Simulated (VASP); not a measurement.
# TaN in VASP: further runs

Runs on TaN. Level: LDA. Tasks: single point.

All numbers are computed with VASP 6.6.1; they aren't measurements. Logs are shortened: lines on timing, memory, paths and dates and some standing lists are left out, and cuts for length are marked.

## (1) The cell of the first run

The structure is cubic, space group Fm-3m (No. 225). Conventional cell: a = 4.348 Å, b = 4.348 Å, c = 4.348 Å, α = 90.00°, β = 90.00°, γ = 90.00°. Ta (site symmetry m-3m) has 6 N at 2.17 Å within 2.9 Å. Within 2.9 Å of N (site symmetry m-3m) lie 6 Ta at 2.17 Å.

## (2) Single point, LDA

File INCAR:

```
  PREC = Accurate
  ENCUT = 520
  EDIFF = 1E-6
  ISMEAR = 0
  SIGMA = 0.15
  LREAL = False
  LASPH = True
  NELM = 100
  ALGO = Normal
  ISIF = 2
  LWAVE = False
  LCHARG = False
  GGA = CA
  NBANDS = 15
```

File KPOINTS:

```
Automatic mesh
0
Gamma
  18 18 18
```

File POSCAR:

```
TaN
1.0
    0.0000000000      2.1738356505      2.1738356505
    2.1738356505      0.0000000000      2.1738356505
    2.1738356505      2.1738356505      0.0000000000
Ta N
1 1
Direct
    0.5000000000      0.5000000000      0.5000000000
    0.0000000000      0.0000000000      0.0000000000
```

Potentials or basis: VASP PAW LDA potentials, release 64 (Ta_pv, N).

The run is started by

```sh
$ cat potpaw_LDA.64/Ta_pv/POTCAR potpaw_LDA.64/N/POTCAR > POTCAR
$ mpirun -np 1 vasp_std > vasp.out
```

OUTCAR:

```text
PREC = Accurate
   ENCUT = 520
   EDIFF = 1E-6
   ISMEAR = 0
   LREAL = False
   LASPH = True
   NELM = 100
   ISIF = 2
   GGA = CA

 ion  position               nearest neighbor table
   1  0.500  0.500  0.500-   2 2.17   2 2.17   2 2.17   2 2.17   2 2.17   2 2.17
   2  0.000  0.000  0.000-   1 2.17   1 2.17   1 2.17   1 2.17   1 2.17   1 2.17

  LATTYP: Found a face centered cubic cell.
 ALAT       =     4.3476713010

  Lattice vectors:

 A1 = (   0.0000000000,   2.1738356505,   2.1738356505)
 A2 = (   2.1738356505,   0.0000000000,   2.1738356505)
 A3 = (   2.1738356505,   2.1738356505,   0.0000000000)

Analysis of symmetry for initial positions (statically):
=====================================================================
 Subroutine PRICEL returns:
 Original cell was already a primitive cell.

 Routine SETGRP: Setting up the symmetry group for a
 face centered cubic supercell.

 Subroutine GETGRP returns: Found 48 space group operations
 (whereof 48 operations were pure point group operations)
 out of a pool of 48 trial point group operations.

The static configuration has the point symmetry O_h .

Analysis of symmetry for dynamics (positions and initial velocities):
=====================================================================
 Subroutine PRICEL returns:
 Original cell was already a primitive cell.

 Routine SETGRP: Setting up the symmetry group for a
 face centered cubic supercell.

 Subroutine GETGRP returns: Found 48 space group operations
 (whereof 48 operations were pure point group operations)
 out of a pool of 48 trial point group operations.

The dynamic configuration has the point symmetry O_h .

 Subroutine INISYM returns: Found 48 space group operations
 (whereof 48 operations are pure point group operations),
 and found     1 'primitive' translations

----------------------------------------------------------------------------------------

                                     Primitive cell

  volume of cell :      20.5452

  direct lattice vectors                    reciprocal lattice vectors
     0.000000000  2.173835651  2.173835651    -0.230008188  0.230008188  0.230008188
     2.173835651  0.000000000  2.173835651     0.230008188 -0.230008188  0.230008188
     2.173835651  2.173835651  0.000000000     0.230008188  0.230008188 -0.230008188

  length of vectors
     3.074267859  3.074267859  3.074267859     0.398385869  0.398385869  0.398385869

  position of ions in fractional coordinates (direct lattice)
     0.500000000  0.500000000  0.500000000
     0.000000000  0.000000000  0.000000000

  ion indices of the primitive-cell ions
   primitive index   ion index
                 1           1
                 2           2

----------------------------------------------------------------------------------------

 KPOINTS: Automatic mesh

Automatic generation of k-mesh.
 Grid dimensions read from file:
 generate k-points for:   18   18   18

 Generating k-lattice:

  Cartesian coordinates                     Fractional coordinates (reciprocal lattice)
    -0.012778233  0.012778233  0.012778233     0.055555556  0.000000000  0.000000000
     0.012778233 -0.012778233  0.012778233     0.000000000  0.055555556  0.000000000
     0.012778233  0.012778233 -0.012778233     0.000000000  0.000000000  0.055555556

  Length of vectors
     0.022132548  0.022132548  0.022132548

  Shift w.r.t. Gamma in fractional coordinates (k-lattice)
     0.000000000  0.000000000  0.000000000

 Subroutine IBZKPT returns following result:
 ===========================================

 Found    195 irreducible k-points:

 Following reciprocal coordinates:
            Coordinates               Weight
  0.000000  0.000000  0.000000      1.000000
  0.055556  0.000000  0.000000      8.000000
  0.111111  0.000000  0.000000      8.000000
  0.166667  0.000000  0.000000      8.000000
  0.222222  0.000000  0.000000      8.000000
  0.277778  0.000000  0.000000      8.000000
[... 16 lines left out ...]
 -0.277778  0.055556  0.000000     24.000000
 -0.222222  0.055556  0.000000     24.000000
 [... further k-points ...]
   k-points           NKPTS =    195   k-points in BZ     NKDIM =    195   number of bands    NBANDS=     15
   number of dos      NEDOS =    301   number of ions     NIONS =      2
   total plane-waves  NPLWV =  13824
   dimension x,y,z NGX =    24 NGY =   24 NGZ =   24
   dimension x,y,z NGXF=    48 NGYF=   48 NGZF=   48
   ions per type =               1   1
   NGX,Y,Z   is equivalent  to a cutoff of  12.98, 12.98, 12.98 a.u.
   NGXF,Y,Z  is equivalent  to a cutoff of  25.96, 25.96, 25.96 a.u.
 SYSTEM =  unknown system
   PREC   = accura    normal or accurate (medium, high low for compatibility)
   ISTART =      0    job   : 0-new  1-cont  2-samecut
   ICHARG =      2    charge: 1-file 2-atom 10-const
   ISPIN  =      1    spin polarized calculation?
   LNONCOLLINEAR =      F non collinear calculations
   LSORBIT =      F    spin-orbit coupling
   LASPH  =      T    aspherical Exc in radial PAW
   ENCUT  =  520.0 eV  38.22 Ry    6.18 a.u.   5.72  5.72  5.72*2*pi/ulx,y,z
   NELM   =    100;   NELMIN=  2; NELMDL= -5     # of ELM steps
   EDIFF  = 0.1E-05   stopping-criterion for ELM
   LREAL  =      F    real-space projection
   EDIFFG = 0.1E-04   stopping-criterion for IOM
   NSW    =      0    number of steps for IOM
   IBRION =     -1    ionic relax: 0-MD 1-quasi-New 2-CG
   NFREE  =      0    steps in history (QN), initial steepest desc. (CG)
   ISIF   =      2    stress and relaxation
   ISYM   =      2    0-nonsym 1-usesym 2-fastsym
   POTIM  = 0.5000    time-step for ionic-motion
   TEBEG  =    0.0;   TEEND  =   0.0 temperature during run
   PSTRESS=    0.0 pullay stress
   NELECT =      16.0000    total number of electrons
   NUPDOWN=      -1.0000    fix difference up-down
   EMIN   =  10.00;   EMAX   =-10.00  energy-range for DOS
   EFERMI =   0.00;   METHOD = LEGACY
   ISMEAR =     0;   SIGMA  =   0.15  broadening in eV -4-tet -1-fermi 0-gaus
   EFERMI_NEDOS =   21; number of points for ismear=-14 and -15
   IALGO  =     38    algorithm
   IMIX   =      4    mixing-type and parameters
     AMIX     =   0.40;   BMIX     =  1.00
     AMIX_MAG =   1.60;   BMIX_MAG =  1.00
  volume/ion in A,a.u.               =      10.27        69.32
  Fermi-wavevector in a.u.,A,eV,Ry     =   1.506184  2.846276 30.866057  2.268591
  Thomas-Fermi vector in A             =   2.616935
   LORBIT       =      0    0 simple, 1 ext, 2 COOP (PROOUT), +10 PAW based schemes
   GGA     = CA    functional components
   LHFCALC =     F    Hartree Fock is set to
   AEXX    =    0.0000 exact exchange contribution
   IVDW    =     0    specifies the selected vdW correction
   LEPSILON=     F    determine dielectric tensor
   LRPA    =     F    only Hartree local field effects (RPA)
 non-spin polarized calculation
 Gauss-broadening in eV      SIGMA  =   0.15
  energy-cutoff  :      520.00
  volume of cell :       20.55
 maximum number of plane-waves:       568
   NGX = 11   NGY = 11   NGZ = 11

 number of electron      16.0000000 magnetization

 Free energy of the ion-electron system (eV)
  ---------------------------------------------------
  ext. energy  EPLUGINS =         0.00000000
  ---------------------------------------------------
  free energy    TOTEN  =       -24.15364507 eV

  energy without entropy =      -24.14433493  energy(sigma->0) =      -24.14899000

 E-fermi :   9.8079     XC(G=0): -13.8488

 val. band max:        9.8032268062   @ k =   0.0000   0.0000   0.0000
 cond. band min:       9.8128834030   @ k =   0.2222   0.1667   0.0556
 fundamental gap:      0.0096565968
 Fermi energy:         9.8078768035

 k-point     1 :       0.0000    0.0000    0.0000
  band No.  band energies     occupation
      1     -25.6967      2.00000
      2     -25.6967      2.00000
      3     -25.6967      2.00000
      4      -9.0915      2.00000
      5       5.9327      2.00000
      6       5.9327      2.00000
      7       5.9327      2.00000
      8       7.5681      2.00000
      9       7.5681      2.00000
     10       7.5681      2.00000
     11       9.8032      1.03497
     12       9.8032      1.03497
     13      11.8329      0.00000
     14      19.2955      0.00000
     15      21.2760      0.00000

 k-point     2 :       0.0556    0.0000    0.0000
  band No.  band energies     occupation
      1     -25.7294      2.00000
      2     -25.6995      2.00000
      3     -25.6995      2.00000
      4      -9.0092      2.00000
      5       5.5038      2.00000
      6       5.6333      2.00000
      7       5.6333      2.00000
      8       7.7036      2.00000
      9       7.7036      2.00000
     10       7.7789      2.00000
     11      10.1406      0.00171
     12      10.1406      0.00171
     13      12.0536      0.00000
     14      19.5399      0.00000
     15      21.2760      0.00000

 k-point     3 :       0.1111    0.0000    0.0000
  band No.  band energies     occupation
      1     -25.8224      2.00000
      2     -25.7078      2.00000
      3     -25.7078      2.00000
      4      -8.7695      2.00000
      5       4.6052      2.00000
      6       4.9914      2.00000
      7       4.9914      2.00000
      8       8.0192      2.00000
      9       8.0192      2.00000
     10       8.1137      2.00000
     11      10.9797      0.00000
     12      10.9797      0.00000
     13      12.6396      0.00000
     14      20.2306      0.00000
     15      21.2758      0.00000

 k-point     4 :       0.1667    0.0000    0.0000
  band No.  band energies     occupation
      1     -25.9618      2.00000
      2     -25.7204      2.00000
      3     -25.7204      2.00000
      4      -8.3936      2.00000
      5       3.5699      2.00000
      6       4.2828      2.00000
      7       4.2828      2.00000
      8       8.4365      2.00000
      9       8.4668      2.00000
     10       8.4668      2.00000
     11      12.0691      0.00000
     12      12.0691      0.00000
     13      13.4228      0.00000
     14      21.2272      0.00000
     15      21.2778      0.00000
[... 307 lines left out ...]
 k-point    22 :      -0.3333    0.0556    0.0000
  band No.  band energies     occupation
      1     -26.4942      2.00000
      2     -25.8056      2.00000
      3     -25.7631      2.00000
      4      -6.6306      2.00000
      5       0.3667      2.00000
      6       2.3608      2.00000
      7       2.6405      2.00000
      8       9.9114      0.32915
      9      10.3410      0.00000
     10      11.2888      0.00000
     11      14.7877      0.00000
     12      15.7734      0.00000
     13      16.5217      0.00000
     14      21.2538      0.00000
     15      22.1393      0.00000

 k-point    23 :      -0.2778    0.0556    0.0000
  band No.  band energies     occupation
      1     -26.3509      2.00000
      2     -25.7927      2.00000
      3     -25.7457      2.00000
      4      -7.1613      2.00000
      5       1.1657      2.00000
      6       2.7266      2.00000
      7       3.0943      2.00000
      8       9.2973      2.00000
      9       9.6168      1.92843
     10      10.6301      0.00000
     11      13.9113      0.00000
     12      15.3767      0.00000
     13      15.4974      0.00000
     14      21.2672      0.00000
     15      22.6010      0.00000

 k-point    24 :      -0.2222    0.0556    0.0000
  band No.  band energies     occupation
      1     -26.1874      2.00000
      2     -25.7758      2.00000
      3     -25.7286      2.00000
      4      -7.6987      2.00000
      5       2.0731      2.00000
      6       3.2129      2.00000
      7       3.6508      2.00000
      8       8.8280      2.00000
      9       8.9463      2.00000
     10       9.9295      0.25140
     11      12.7902      0.00000
     12      14.3401      0.00000
     13      14.7804      0.00000
     14      21.2726      0.00000
     15      22.5847      0.00000

 [... further k-points ...]

------------------------ aborting loop because EDIFF is reached ----------------------------------------

  FORCE on cell =-STRESS in cart. coord.  units (eV):
  Direction    XX          YY          ZZ          XY          YZ          ZX
  --------------------------------------------------------------------------------------
  -------------------------------------------------------------------------------------
  Total        0.2849744      0.2849744      0.2849744     -0.0000000     -0.0000000      0.0000000
  in kB       22.2231852     22.2231852     22.2231852     -0.0000000     -0.0000000      0.0000000
  external PRESSURE =      22.2231852 kB  Pullay stress =       0.0000000 kB

 VOLUME and BASIS-vectors are now :
 -----------------------------------------------------------------------------
  energy-cutoff  :      520.00
  volume of cell :       20.55
      direct lattice vectors                 reciprocal lattice vectors
     0.000000000  2.173835651  2.173835651    -0.230008188  0.230008188  0.230008188
     2.173835651  0.000000000  2.173835651     0.230008188 -0.230008188  0.230008188
     2.173835651  2.173835651  0.000000000     0.230008188  0.230008188 -0.230008188

 POSITION                                       TOTAL-FORCE (eV/Angst)
 -----------------------------------------------------------------------------------
      2.17384      2.17384      2.17384        -0.000000     -0.000000     -0.000000
      0.00000      0.00000      0.00000         0.000000      0.000000      0.000000
 -----------------------------------------------------------------------------------
    total drift:                                0.000000     -0.000000     -0.000000

  FREE ENERGIE OF THE ION-ELECTRON SYSTEM (eV)
  ---------------------------------------------------
  free  energy   TOTEN  =       -24.1536450728 eV

  energy  without entropy=      -24.1443349284  energy(sigma->0) =      -24.14899000
```

Wall time 28 s (1 thread of AMD EPYC 9R45 (Zen 5), shared host); peak memory 0.15 GiB.

Results:

```yaml
Free_energy: -24.1536 eV
Pressure: 2.2 GPa
Band_gap_on_the_k_mesh: zero (band 8 reaches 11.79 eV, above the bottom of band 9 at 7.57 eV)
```

Levels at points of the mesh, in eV from the Fermi level:
```csv
k point,band 6,band 7,band 8,band 9,band 10,band 11
"(0.00, 0.00, 0.00)",-3.88,-3.88,-2.24,-2.24,-2.24,0.00
"(0.50, 0.00, 0.00)",-7.83,-7.83,1.98,1.98,2.10,4.06
"(0.50, 0.50, 0.00)",-5.72,-4.65,-4.65,2.15,3.72,3.72
```

Caveat: spin-orbit coupling is left out, which moves the levels of the heavy elements.

## (3) Single point, LDA (mode 4 frozen in at -0.061 Å and mode 6 at +0.000 Å (largest displacements))

File INCAR:

```
SYSTEM = TaN
PREC = Accurate ; ENCUT = 520
EDIFF = 1E-6 ; ISMEAR = 0
SIGMA = 0.15 ; LREAL = .False.
LASPH = .True. ; NELM = 60
ALGO = Normal ; ISIF = 2
LWAVE = .False. ; LCHARG = .True.
LELF = .True. ; LVHAR = .True.
NBANDS = 15
```

File KPOINTS:

```
regular mesh
0
Gamma
  18 18 18
  0 0 0
```

File POSCAR:

```
TaN
1.0
    0.0000000000      2.1738356505      2.1738356505
    2.1738356505      0.0000000000      2.1738356505
    2.1738356505      2.1738356505      0.0000000000
Ta N
1 1
Direct
    0.4989139126      0.5010860874      0.5010860874
    0.0140304995     -0.0140304995     -0.0140304995
```

Potentials or basis: VASP PAW LDA potentials, release 64 (Ta_pv, N).

The run is started by

```sh
$ cat potpaw_LDA.64/Ta_pv/POTCAR potpaw_LDA.64/N/POTCAR > POTCAR
$ mpirun -np 1 vasp_std > vasp.out
```

It took 64 s on 1 thread of AMD EPYC 9R45 (Zen 5), shared host; peak memory 0.23 GiB.

The run converged. Its results:

```
Free energy            : -24.1344 eV
Pressure               : 3.0 GPa
Largest force          : 0.599 eV/Å
Band gap on the k mesh : zero (band 8 reaches 11.76 eV, above the bottom of band 9 at 7.72 eV)
```

Forces on the atoms (eV/Å):
```
Ta  -0.599  0.000  0.000
N    0.599  0.000  0.000
```

Stress tensor (GPa, compression positive):
```
4.65 0.00 0.00
0.00 2.22 0.00
0.00 0.00 2.22
```

Levels at points of the mesh, in eV from the Fermi level:
```
           k point  band 5  band 6  band 7  band 8  band 9  band 10  band 11  band 12
(0.00, 0.00, 0.00)   -4.00   -4.00   -3.97   -2.22   -2.07    -2.07     0.02     0.16
(0.50, 0.00, 0.00)  -10.61   -7.81   -7.80    1.97    2.00     2.10     4.04     7.79
(0.50, 0.50, 0.00)   -6.60   -5.93   -4.66   -4.40    2.21     3.73     3.74     4.97
(0.00, 0.50, 0.50)   -6.58   -5.71   -4.64   -4.64    2.18     3.73     3.73     4.93
```

Caveat: the cell differs from its parent crystal (mode 4 frozen in at -0.061 Å and mode 6 at +0.000 Å (largest displacements)); spin-orbit coupling is left out, which moves the levels of the heavy elements.
